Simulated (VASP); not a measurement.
# InAs (F-43m) in VASP: vibrations by perturbation theory with PBEsol

Aim: the vibrations by perturbation theory of InAs with PBEsol.

Everything below comes from runs of VASP 6.6.1. Logs are shortened: lines on timing, memory, paths and dates and some standing lists are left out, and cuts for length are marked.

### Step 1. The cell of the first run

The structure is cubic, space group F-43m (No. 216). Conventional cell: a = 6.126 Å, b = 6.126 Å, c = 6.126 Å, α = 90.00°, β = 90.00°, γ = 90.00°. In (site symmetry -43m) has 4 As at 2.65 Å within 3.5 Å. Within 3.5 Å of As (site symmetry -43m) lie 4 In at 2.65 Å.

### Step 2. Vibrations by perturbation theory, PBEsol

Contents of INCAR:

```
SYSTEM = InAs
  PREC = Accurate
  ENCUT = 520
  EDIFF = 1E-8
  ISMEAR = -1
  SIGMA = 0.15
  LREAL = .FALSE.
  LASPH = .TRUE.
  NELM = 60
  ALGO = Normal
  ISIF = 2
  LWAVE = .FALSE.
  LCHARG = .TRUE.
  GGA = PS
  NBANDS = 16
  IBRION = 8
  NSW = 1
```

Contents of KPOINTS:

```
regular mesh
0
G
  12 12 12
  0 0 0
```

Contents of POSCAR:

```
InAs
1.0
    0.0000000000      3.0632019933      3.0632019933
    3.0632019933      0.0000000000      3.0632019933
    3.0632019933      3.0632019933      0.0000000000
In As
1 1
Direct
    0.0000000000      0.0000000000      0.0000000000
    0.7500000000      0.7500000000      0.7500000000
```

Potentials or basis: VASP PAW PBE potentials, release 64 (In_d, As).

Launch:

```sh
$ cat potpaw_PBE.64/In_d/POTCAR potpaw_PBE.64/As/POTCAR > POTCAR
$ mpirun -np 1 vasp_std > vasp.out
```

OUTCAR:

```text
SYSTEM = InAs
   PREC = Accurate
   ENCUT = 520
   EDIFF = 1E-8
   ISMEAR = -1
   LREAL = .FALSE.
   LASPH = .TRUE.
   NELM = 60
   ISIF = 2
   GGA = PS
   IBRION = 8
   NSW = 1

 ion  position               nearest neighbor table
   1  0.000  0.000  0.000-   2 2.65   2 2.65   2 2.65   2 2.65
   2  0.750  0.750  0.750-   1 2.65   1 2.65   1 2.65   1 2.65

  LATTYP: Found a face centered cubic cell.
 ALAT       =     6.1264039866

  Lattice vectors:

 A1 = (   0.0000000000,   3.0632019933,   3.0632019933)
 A2 = (   3.0632019933,   0.0000000000,   3.0632019933)
 A3 = (   3.0632019933,   3.0632019933,   0.0000000000)

Analysis of symmetry for initial positions (statically):
=====================================================================
 Subroutine PRICEL returns:
 Original cell was already a primitive cell.

 Routine SETGRP: Setting up the symmetry group for a
 face centered cubic supercell.

 Subroutine GETGRP returns: Found 24 space group operations
 (whereof 24 operations were pure point group operations)
 out of a pool of 48 trial point group operations.

The static configuration has the point symmetry T_d .

Analysis of symmetry for dynamics (positions and initial velocities):
=====================================================================
 Subroutine PRICEL returns:
 Original cell was already a primitive cell.

 Routine SETGRP: Setting up the symmetry group for a
 face centered cubic supercell.

 Subroutine GETGRP returns: Found 24 space group operations
 (whereof 24 operations were pure point group operations)
 out of a pool of 48 trial point group operations.

The dynamic configuration has the point symmetry T_d .

 Subroutine INISYM returns: Found 24 space group operations
 (whereof 24 operations are pure point group operations),
 and found     1 'primitive' translations

----------------------------------------------------------------------------------------

                                     Primitive cell

  volume of cell :      57.4853

  direct lattice vectors                    reciprocal lattice vectors
     0.000000000  3.063201993  3.063201993    -0.163227891  0.163227891  0.163227891
     3.063201993  0.000000000  3.063201993     0.163227891 -0.163227891  0.163227891
     3.063201993  3.063201993  0.000000000     0.163227891  0.163227891 -0.163227891

  length of vectors
     4.332021803  4.332021803  4.332021803     0.282719000  0.282719000  0.282719000

  position of ions in fractional coordinates (direct lattice)
     0.000000000  0.000000000  0.000000000
     0.750000000  0.750000000  0.750000000

  ion indices of the primitive-cell ions
   primitive index   ion index
                 1           1
                 2           2

----------------------------------------------------------------------------------------

 KPOINTS: regular mesh

Automatic generation of k-mesh.
 Grid dimensions read from file:
 generate k-points for:   12   12   12

 Generating k-lattice:

  Cartesian coordinates                     Fractional coordinates (reciprocal lattice)
    -0.013602324  0.013602324  0.013602324     0.083333333  0.000000000  0.000000000
     0.013602324 -0.013602324  0.013602324     0.000000000  0.083333333  0.000000000
     0.013602324  0.013602324 -0.013602324     0.000000000  0.000000000  0.083333333

[... 75 lines left out ...]
     AMIX     =   0.40;   BMIX     =  1.00
     AMIX_MAG =   1.60;   BMIX_MAG =  1.00
  volume/ion in A,a.u.               =      28.74       193.97
  Fermi-wavevector in a.u.,A,eV,Ry     =   1.111681  2.100772 16.814539  1.235834
  Thomas-Fermi vector in A             =   2.248246
   LORBIT       =      0    0 simple, 1 ext, 2 COOP (PROOUT), +10 PAW based schemes
   GGA     = PS    functional components
   LHFCALC =     F    Hartree Fock is set to
   AEXX    =    0.0000 exact exchange contribution
   IVDW    =     0    specifies the selected vdW correction
   LEPSILON=     F    determine dielectric tensor
   LRPA    =     F    only Hartree local field effects (RPA)
 non-spin polarized calculation
  energy-cutoff  :      520.00
  volume of cell :       57.49
 maximum number of plane-waves:      1572
   NGX = 17   NGY = 17   NGZ = 17

--------------------------------------- Ionic step        1  -------------------------------------------

 number of electron      17.9999999 magnetization

 Free energy of the ion-electron system (eV)
  ---------------------------------------------------
  ext. energy  EPLUGINS =         0.00000000
  ---------------------------------------------------
  free energy    TOTEN  =        -8.48912018 eV

  energy without entropy =       -8.48498493  energy(sigma->0) =       -8.48705256

 E-fermi :   4.3397     XC(G=0):  -9.1148

 val. band max:        3.9848196710   @ k =   0.0000   0.0000   0.0000
 cond. band min:       4.6469927809   @ k =   0.0833   0.0000   0.0000
 fundamental gap:      0.6621731099
 Fermi energy:         4.3397196876

 k-point     1 :       0.0000    0.0000    0.0000
  band No.  band energies     occupation
      1     -10.2695      2.00000
      2     -10.2695      2.00000
      3     -10.2695      2.00000
      4     -10.1571      2.00000
      5     -10.1571      2.00000
      6      -7.6585      2.00000
[... 433 lines left out ...]
      3     -10.2309      2.00000
      4     -10.1565      2.00000
      5     -10.1516      2.00000
      6      -6.1526      2.00000
[... 8 lines left out ...]
     15      13.5081      0.00000
     16      13.8762      0.00000

 [... further k-points ...]

------------------------ aborting loop because EDIFF is reached ----------------------------------------

  FORCE on cell =-STRESS in cart. coord.  units (eV):
  Direction    XX          YY          ZZ          XY          YZ          ZX
  --------------------------------------------------------------------------------------
  -------------------------------------------------------------------------------------
  Total       -0.3337055     -0.3337055     -0.3337055      0.0000000      0.0000000      0.0000000
  in kB       -9.3007295     -9.3007295     -9.3007295      0.0000000      0.0000000      0.0000000
  external PRESSURE =      -9.3007295 kB  Pullay stress =       0.0000000 kB

 VOLUME and BASIS-vectors are now :
 -----------------------------------------------------------------------------
  energy-cutoff  :      520.00
  volume of cell :       57.49
      direct lattice vectors                 reciprocal lattice vectors
     0.000000000  3.063201993  3.063201993    -0.163227891  0.163227891  0.163227891
     3.063201993  0.000000000  3.063201993     0.163227891 -0.163227891  0.163227891
     3.063201993  3.063201993  0.000000000     0.163227891  0.163227891 -0.163227891

 POSITION                                       TOTAL-FORCE (eV/Angst)
 -----------------------------------------------------------------------------------
      0.00000      0.00000      0.00000         0.000000      0.000000      0.000000
      4.59480      4.59480      4.59480        -0.000000     -0.000000     -0.000000
 -----------------------------------------------------------------------------------
    total drift:                                0.000000      0.000000     -0.000000

  FREE ENERGIE OF THE ION-ELECTRON SYSTEM (eV)
  ---------------------------------------------------
  free  energy   TOTEN  =        -8.4891201826 eV

  energy  without entropy=       -8.4849849283  energy(sigma->0) =       -8.48705256

[... ionic steps 2 to 3 ...]

--------------------------------------- Ionic step        4  -------------------------------------------

------------------------ aborting loop because EDIFF is reached ----------------------------------------

[... ionic steps 5 to 6 ...]

--------------------------------------- Ionic step        7  -------------------------------------------

 Free energy of the ion-electron system (eV)
  ---------------------------------------------------
  ---------------------------------------------------
  free energy    TOTEN  =        -0.04523150 eV

  energy without entropy =       -0.04523150

------------------------ aborting loop because EDIFF is reached ----------------------------------------

 INTERNAL STRAIN TENSOR  FOR ION    2  DIRECTION 1   (eV/Angst):
 -----------------------------------------------------------------------------
    -0.00188  0.00000  0.00000
     0.00000  0.00220  6.62522
     0.00000  6.62522  0.00220

 INTERNAL STRAIN TENSOR FOR ION    2 for displacements in x,y,z  (eV/Angst):
          X           Y           Z          XY          YZ          ZX
  --------------------------------------------------------------------------------
  x     0.00000    -0.00000    -0.00000     0.00000     6.62522     0.00000
  y     0.00000     0.00000     0.00000     0.00000     0.00000     6.62522
  z    -0.00000    -0.00000     0.00000     6.62522     0.00000     0.00000

 SECOND DERIVATIVES (NOT SYMMETRIZED)
 ------------------------------------
               1X          1Y          1Z          2X          2Y          2Z
  1X    -6.958410    0.000000    0.000000    6.958410    0.000000    0.000000
  1Y     0.000000   -6.958410    0.000000    0.000000    6.958410    0.000000
  1Z     0.000000    0.000000   -6.958410    0.000000    0.000000    6.958410
  2X     6.940034    0.000000    0.000000   -6.940034    0.000000    0.000000
  2Y     0.000000    6.940034    0.000000    0.000000   -6.940034    0.000000
  2Z     0.000000    0.000000    6.940034    0.000000    0.000000   -6.940034

 Eigenvectors and eigenvalues of the dynamical matrix
 ----------------------------------------------------

   1 f  =    6.119653 THz    38.450915 2PiTHz  204.129660 cm-1    25.308841 meV
             X         Y         Z           dx          dy          dz
      0.000000  0.000000  0.000000    -0.628884    0.000000    0.000000
      4.594803  4.594803  4.594803     0.777499    0.000000    0.000000
[... 21 lines left out ...]
   6 f/i=    0.003956 THz     0.024857 2PiTHz    0.131963 cm-1     0.016361 meV
             X         Y         Z           dx          dy          dz
      0.000000  0.000000  0.000000     0.000000    0.000000    0.777499
      4.594803  4.594803  4.594803     0.000000    0.000000    0.628884

--------------------------------------------------------------------------------------------------------

 ELASTIC MODULI CONTR FROM IONIC RELAXATION (kBar)
 Direction    XX          YY          ZZ          XY          YZ          ZX
 --------------------------------------------------------------------------------
 XX          -0.0000     -0.0000     -0.0000      0.0000      0.0000     -0.0000
 YY          -0.0000     -0.0000     -0.0000      0.0000      0.0000      0.0000
 ZZ          -0.0000     -0.0000     -0.0000      0.0000      0.0000     -0.0000
 XY           0.0000      0.0000      0.0000   -173.5721     -0.0000      0.0000
 YZ           0.0000      0.0000      0.0000     -0.0000   -173.5721     -0.0000
 ZX          -0.0000      0.0000     -0.0000      0.0000     -0.0000   -173.5721
 --------------------------------------------------------------------------------
```

Run time: 3.6 min. Hardware: 1 thread of Intel Xeon 6975P-C (Granite Rapids), shared host; peak memory 0.64 GiB.

What came out:

| Quantity | Value |
| --- | --- |
| Highest phonon frequency at Γ, LO-TO splitting left out | 204 cm⁻¹ |

Phonon frequencies in cm⁻¹ (negative: imaginary):
```tsv
q point	frequencies
(0.000, 0.000, 0.000)	0 0 0 204 204 204
```

Caveat: the PAW data sets were made with another functional, which shifts forces and pressure a little; spin-orbit coupling is left out, which moves the levels of the heavy elements.
